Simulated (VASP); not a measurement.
# LaAgS2 (P4/nmm) in VASP: further runs

The runs below take LaAgS2 through single point, with PBE.

Everything below comes from runs of VASP 6.6.1. Logs are shortened: lines on timing, memory, paths and dates and some standing lists are left out, and cuts for length are marked.

### 1 The cell of the first run

The structure is tetragonal, space group P4/nmm (No. 129). Conventional cell: a = 4.527 Å, b = 4.527 Å, c = 9.052 Å, α = 90.00°, β = 90.00°, γ = 90.00°. Within 3.7 Å of Ag (site symmetry -4m2) lie 4 S at 2.70 Å and 4 Ag at 3.20 Å and 4 La at 3.69 Å. La (site symmetry 4mm) has 8 S at 2.78 to 3.51 Å and 4 Ag at 3.69 Å within 3.7 Å. Within 3.6 Å of S (site symmetry 4mm) lie 4 Ag at 2.70 Å and 4 La at 3.51 Å. S (site symmetry -4m2) has 4 La at 2.78 Å and 8 S at 3.20 to 3.80 Å within 3.8 Å.

### 2 Single point, PBE

INCAR

```
SYSTEM = LaAgS2
PREC = Accurate
ENCUT = 520
EDIFF = 1E-7
ISMEAR = 0
SIGMA = 0.1649
LREAL = .False.
LASPH = .True.
NELM = 80
ALGO = Normal
ISIF = 2
LWAVE = .False.
LCHARG = .True.
GGA = PE
LELF = .True.
LVHAR = .True.
NBANDS = 44
```

KPOINTS

```
Automatic mesh
0
Gamma
  5 5 2
  0 0 0
```

POSCAR

```
LaAgS2
1.0
    4.5270576415      0.0000000000      0.0000000000
    0.0000000000      4.5270576415      0.0000000000
    0.0000000000      0.0000000000      9.0519333746
Ag La S
2 2 4
Direct
    0.7500000000      0.2500000000      0.0000000000
    0.2500000000      0.7500000000      0.0000000000
    0.2500000000      0.2500000000      0.6780927400
    0.7500000000      0.7500000000      0.3219072600
    0.2500000000      0.2500000000      0.1630725030
    0.7500000000      0.7500000000      0.8369274970
    0.7500000000      0.2500000000      0.5000000000
    0.2500000000      0.7500000000      0.5000000000
```

Potentials or basis: VASP PAW PBE potentials, release 64 (Ag, La, S).

Run with:

```sh
$ cat potpaw_PBE.64/Ag/POTCAR potpaw_PBE.64/La/POTCAR potpaw_PBE.64/S/POTCAR > POTCAR
$ mpirun -np 1 vasp_std > vasp.out
```

OUTCAR:

```text
SYSTEM = LaAgS2
   PREC = Accurate
   ENCUT = 520
   EDIFF = 1E-7
   ISMEAR = 0
   LREAL = .False.
   LASPH = .True.
   NELM = 80
   ISIF = 2
   GGA = PE

 ion  position               nearest neighbor table
   1  0.750  0.250  0.000-   5 2.70   6 2.70   6 2.70   5 2.70   2 3.20   2 3.20   2 3.20   2 3.20

   2  0.250  0.750  0.000-   5 2.70   6 2.70   5 2.70   6 2.70   1 3.20   1 3.20   1 3.20   1 3.20

   3  0.250  0.250  0.678-   7 2.78   8 2.78   8 2.78   7 2.78
   4  0.750  0.750  0.322-   7 2.78   8 2.78   7 2.78   8 2.78
   5  0.250  0.250  0.163-   1 2.70   2 2.70   2 2.70   1 2.70
   6  0.750  0.750  0.837-   1 2.70   2 2.70   1 2.70   2 2.70
   7  0.750  0.250  0.500-   3 2.78   4 2.78   4 2.78   3 2.78
   8  0.250  0.750  0.500-   3 2.78   4 2.78   3 2.78   4 2.78

  LATTYP: Found a simple tetragonal cell.
 ALAT       =     4.5270576415
 C/A-ratio  =     1.9995180295

  Lattice vectors:

 A1 = (   4.5270576415,   0.0000000000,   0.0000000000)
 A2 = (   0.0000000000,   4.5270576415,   0.0000000000)
 A3 = (   0.0000000000,   0.0000000000,   9.0519333746)

Analysis of symmetry for initial positions (statically):
=====================================================================
 Subroutine PRICEL returns:
 Original cell was already a primitive cell.

 Routine SETGRP: Setting up the symmetry group for a
 simple tetragonal supercell.

 Subroutine GETGRP returns: Found 16 space group operations
 (whereof  4 operations were pure point group operations)
 out of a pool of 16 trial point group operations.

The static configuration has the point symmetry C_2h.
 The point group associated with its full space group is D_4h.

Analysis of symmetry for dynamics (positions and initial velocities):
=====================================================================
 Subroutine PRICEL returns:
 Original cell was already a primitive cell.

 Routine SETGRP: Setting up the symmetry group for a
 simple tetragonal supercell.

 Subroutine GETGRP returns: Found 16 space group operations
 (whereof  4 operations were pure point group operations)
 out of a pool of 16 trial point group operations.

The dynamic configuration has the point symmetry C_2h.
 The point group associated with its full space group is D_4h.

[... 97 lines left out ...]
   EDIFF  = 0.1E-06   stopping-criterion for ELM
   LREAL  =      F    real-space projection
   EDIFFG = 0.1E-05   stopping-criterion for IOM
   NSW    =      0    number of steps for IOM
   IBRION =     -1    ionic relax: 0-MD 1-quasi-New 2-CG
   NFREE  =      0    steps in history (QN), initial steepest desc. (CG)
   ISIF   =      2    stress and relaxation
   ISYM   =      2    0-nonsym 1-usesym 2-fastsym
   POTIM  = 0.5000    time-step for ionic-motion
   TEBEG  =    0.0;   TEEND  =   0.0 temperature during run
   PSTRESS=    0.0 pullay stress
   NELECT =      68.0000    total number of electrons
   NUPDOWN=      -1.0000    fix difference up-down
   EMIN   =  10.00;   EMAX   =-10.00  energy-range for DOS
   EFERMI =   0.00;   METHOD = LEGACY
   ISMEAR =     0;   SIGMA  =   0.16  broadening in eV -4-tet -1-fermi 0-gaus
   EFERMI_NEDOS =   21; number of points for ismear=-14 and -15
   IALGO  =     38    algorithm
   IMIX   =      4    mixing-type and parameters
     AMIX     =   0.40;   BMIX     =  1.00
     AMIX_MAG =   1.60;   BMIX_MAG =  1.00
  volume/ion in A,a.u.               =      23.19       156.49
  Fermi-wavevector in a.u.,A,eV,Ry     =   1.171620  2.214040 18.676619  1.372693
  Thomas-Fermi vector in A             =   2.308061
   LORBIT       =      0    0 simple, 1 ext, 2 COOP (PROOUT), +10 PAW based schemes
   GGA     = PE    functional components
   LHFCALC =     F    Hartree Fock is set to
   AEXX    =    0.0000 exact exchange contribution
   IVDW    =     0    specifies the selected vdW correction
   LEPSILON=     F    determine dielectric tensor
   LRPA    =     F    only Hartree local field effects (RPA)
 non-spin polarized calculation
 Gauss-broadening in eV      SIGMA  =   0.16
  energy-cutoff  :      520.00
  volume of cell :      185.51
 maximum number of plane-waves:      5013
 NGX is ok and might be reduce to    36
   NGX = 17   NGY = 17   NGZ = 33

 number of electron      67.9999993 magnetization

 Free energy of the ion-electron system (eV)
  ---------------------------------------------------
  ext. energy  EPLUGINS =         0.00000000
  ---------------------------------------------------
  free energy    TOTEN  =       -41.47084106 eV

  energy without entropy =      -41.47084103  energy(sigma->0) =      -41.47084105

 E-fermi :   6.7882     XC(G=0): -10.0425

 val. band max:        6.2008147922   @ k =   0.0000   0.0000   0.0000
 cond. band min:       7.3537098946   @ k =   0.0000   0.0000   0.0000
 fundamental gap:      1.1528951024
 Fermi energy:         6.7881944884

 k-point     1 :       0.0000    0.0000    0.0000
  band No.  band energies     occupation
      1     -25.8094      2.00000
      2     -25.7871      2.00000
      3     -10.1550      2.00000
      4      -9.5914      2.00000
      5      -9.5779      2.00000
      6      -9.5779      2.00000
[... 553 lines left out ...]
     43       9.1128      0.00000
     44       9.1386      0.00000

------------------------ aborting loop because EDIFF is reached ----------------------------------------

  FORCE on cell =-STRESS in cart. coord.  units (eV):
  Direction    XX          YY          ZZ          XY          YZ          ZX
  --------------------------------------------------------------------------------------
  -------------------------------------------------------------------------------------
  Total       -0.1516077     -0.1516077     -0.1753927     -0.0000000     -0.0000000      0.0000000
  in kB       -1.3093580     -1.3093580     -1.5147768     -0.0000000     -0.0000000      0.0000000
  external PRESSURE =      -1.3778310 kB  Pullay stress =       0.0000000 kB

 VOLUME and BASIS-vectors are now :
 -----------------------------------------------------------------------------
  energy-cutoff  :      520.00
  volume of cell :      185.51
      direct lattice vectors                 reciprocal lattice vectors
     4.527057641  0.000000000  0.000000000     0.220894029  0.000000000  0.000000000
     0.000000000  4.527057641  0.000000000     0.000000000  0.220894029  0.000000000
     0.000000000  0.000000000  9.051933375     0.000000000  0.000000000  0.110473637

 POSITION                                       TOTAL-FORCE (eV/Angst)
 -----------------------------------------------------------------------------------
      3.39529      1.13176      0.00000        -0.000000     -0.000000      0.000000
      1.13176      3.39529      0.00000        -0.000000     -0.000000      0.000000
      1.13176      1.13176      6.13805         0.000000     -0.000000     -0.017396
      3.39529      3.39529      2.91388        -0.000000     -0.000000      0.017396
      1.13176      1.13176      1.47612         0.000000      0.000000     -0.007405
      3.39529      3.39529      7.57581         0.000000     -0.000000      0.007405
      3.39529      1.13176      4.52597        -0.000000      0.000000      0.000000
      1.13176      3.39529      4.52597         0.000000     -0.000000      0.000000
 -----------------------------------------------------------------------------------
    total drift:                               -0.000000      0.000000      0.000000

  FREE ENERGIE OF THE ION-ELECTRON SYSTEM (eV)
  ---------------------------------------------------
  free  energy   TOTEN  =       -41.4708410645 eV

  energy  without entropy=      -41.4708410346  energy(sigma->0) =      -41.47084105
```

Wall time 96 s (1 thread of Intel Xeon Platinum 8488C (Sapphire Rapids), shared host); peak memory 0.34 GiB.

What came out:

* Free energy: -41.4708 eV
* Pressure: -0.1 GPa
* Largest force: 0.017 eV/Å
* Band gap on the k mesh: 1.15 eV

Forces in eV/Å, atoms in the order of the input:
```
Ag   0.000  0.000  0.000
Ag   0.000  0.000  0.000
La   0.000  0.000 -0.017
La   0.000  0.000  0.017
S    0.000  0.000 -0.007
S    0.000  0.000  0.007
S    0.000  0.000  0.000
S    0.000  0.000  0.000
```

Caveat: spin-orbit coupling is left out, which moves the levels of the heavy elements.

### 3 Single point, PBE

INCAR

```
PREC = Accurate
ENCUT = 520
EDIFF = 1E-6
ISMEAR = 0
SIGMA = 0.05
LREAL = False
LASPH = True
NELM = 80
ALGO = Normal
ISIF = 2
LWAVE = False
LCHARG = False
GGA = PE
NBANDS = 44
```

KPOINTS

```
Automatic mesh
0
Gamma
  5 5 2
```

POSCAR

```
LaAgS2
1.0
    4.5268629323      0.0000000000      0.0000000000
    0.0000000000      4.5268629323      0.0000000000
    0.0000000000      0.0000000000      9.0496403954
Ag La S
2 2 4
Direct
    0.7500000000      0.2500000000      0.0000000000
    0.2500000000      0.7500000000      0.0000000000
    0.2500000000      0.2500000000      0.6780864987
    0.7500000000      0.7500000000      0.3219135013
    0.2500000000      0.2500000000      0.1631704654
    0.7500000000      0.7500000000      0.8368295346
    0.7500000000      0.2500000000      0.5000000000
    0.2500000000      0.7500000000      0.5000000000
```

Potentials or basis: VASP PAW PBE potentials, release 64 (Ag, La, S).

Run with:

```sh
$ cat potpaw_PBE.64/Ag/POTCAR potpaw_PBE.64/La/POTCAR potpaw_PBE.64/S/POTCAR > POTCAR
$ mpirun -np 1 vasp_std > vasp.out
```

It took 93 s on 1 thread of Intel Xeon Platinum 8488C (Sapphire Rapids), shared host; peak memory 0.33 GiB.

Results (log left out):

| Item | Value |
| --- | --- |
| Free energy | -41.4709 eV |
| Pressure | -0.1 GPa |
| Largest force | 0.015 eV/Å |
| Band gap on the k mesh | 1.15 eV |

Forces on the atoms (eV/Å):
```
Ag   0.000  0.000  0.000
Ag   0.000  0.000  0.000
La   0.000  0.000 -0.015
La   0.000  0.000  0.015
S    0.000  0.000 -0.011
S    0.000  0.000  0.011
S    0.000  0.000  0.000
S    0.000  0.000  0.000
```

Levels at points of the mesh, in eV from the valence-band top:
```
           k point  band 30  band 31  band 32  band 33  band 34  band 35  band 36  band 37  band 38  band 39
(0.00, 0.00, 0.00)    -0.81    -0.81    -0.04     0.00     0.00     1.15     1.68     2.03     2.35     2.52
(0.00, 0.00, 0.50)    -0.63    -0.50    -0.50    -0.22    -0.22     1.61     1.81     2.16     2.33     2.52
```

Caveat: spin-orbit coupling is left out, which moves the levels of the heavy elements.

(Continued in part 2 of 2.)
